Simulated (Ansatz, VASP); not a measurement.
CuO in VASP and in Ansatz

```
Cu O
1.0
     2.30558   -1.72961    0.07281
     2.31576    1.74354    0.04815
    -0.70809   -0.03897    5.12907
Cu O
2 2
Direct
  0.01425 0.47965 0.06043
  0.47088 0.15407 0.47412
  0.56927 0.29603 0.26394
  0.44560 0.57025 0.70150
```

Alike in both runs: functional PBE; k mesh 10 × 10 × 5; occupations fermi-dirac, width 0.05 eV; no spin polarisation; Hubbard terms Cu d U = 3.0 eV.

|  | VASP | Ansatz |
| --- | --- | --- |
| version | VASP 6.6.1 | Ansatz 0.2.0 |
| potentials or method | VASP PAW PBE potentials, release 64 (Cu, O) | Ansatz PAW |
| plane-wave cutoff (eV) | 520 | 420 |
| valence electrons in the cell | 34 | 50 |
| task | single point | band structure |

|  | VASP | Ansatz | Ansatz less VASP |
| --- | --- | --- | --- |
| gap on the k mesh at the Fermi level (eV) | none | none | - |
| rms of the force components (eV/Å) | 15.449 | 17.355 | +1.9056 |

The programs project onto different local orbitals, so the same U acts differently, and such runs can settle in different states. Atom by atom the forces differ by 1.912 eV/Å (rms over components). A gap of «none» marks a metal or a gap that the smearing closes. VASP's potentials hold 34 valence electrons a cell and Ansatz's 50, so a difference there can come from the potentials and not from the codes.

Noted on Ansatz's run: the cell as given lies far from equilibrium.
